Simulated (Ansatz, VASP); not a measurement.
# Two plane-wave programs on InSb

Contents of INCAR:

```
SYSTEM = InSb
  ALGO = Normal
  EDIFF = 1E-7
  ENCUT = 520
  GGA = PE
  ISIF = 2
  ISMEAR = 0
  LASPH = .True.
  LCHARG = .False.
  LREAL = .False.
  LWAVE = .False.
  NBANDS = 16
  NELM = 100
  PREC = Accurate
  SIGMA = 0.15
```

The input KPOINTS:

```
k-points
0
Gamma
  12 12 12
  0 0 0
```

File POSCAR:

```
InSb
1.0
    0.0000000000      3.1880430433      3.0751837979
    2.9623245525      0.0000000000      3.0751837979
    2.9623245525      3.1880430433      0.0000000000
In Sb
1 1
Direct
    0.0000000000      0.0000000000      0.0000000000
    0.5000000000      0.5000000000      0.5000000000
```

Input for Ansatz:

```yaml
crystal:
  lattice:
    - [0.0, 3.1880430433, 3.0751837979]
    - [2.9623245525, 0.0, 3.0751837979]
    - [2.9623245525, 3.1880430433, 0.0]
  atoms:
    - { symbol: In, position: [0.0, 0.0, 0.0] }
    - { symbol: Sb, position: [0.5, 0.5, 0.5] }
basis:
  ecutwfc: 420
kpoints:
  mp_grid: { grid: [12, 12, 12] }
hamiltonian:
  xc: pbe
  pseudopotentials: { kind: paw, azcp: { folder: soft_1 } }
scf:
  occupations: { method: gaussian, width: 0.15 }
output:
  forces: true
  stress: true
  eigenvalues: true
```

Change from the starting cell: strain +e along x and -e along y -0.0367, strain +e along z and -e/2 along x and y +0.0000.

Alike in both runs: task single point; functional PBE; k mesh 12 × 12 × 12; occupations gaussian, width 0.15 eV; no spin polarisation.

|  | VASP | Ansatz |
| --- | --- | --- |
| version | VASP 6.6.1 | Ansatz 0.2.0 |
| potentials or method | VASP PAW PBE potentials, release 64 (In_d, Sb), cutoff 520 eV | scalar-relativistic, plane waves, PAW |
| valence electrons in the cell | 18 | 28 |

|  | VASP | Ansatz | Ansatz less VASP |
| --- | --- | --- | --- |
| gap on the k mesh at the Fermi level (eV) | none | none | - |
| pressure (GPa) | 0.4 | 0.5 | +0.03 |
| traceless stress, the component that is largest in VASP (GPa) | 3.35 | 3.35 | +0.004 |

A gap of «none» marks a metal or a gap that the smearing closes. VASP's potentials hold 18 valence electrons a cell and Ansatz's 28, so a difference there can come from the potentials and not from the codes.

Spin-orbit coupling is off throughout.
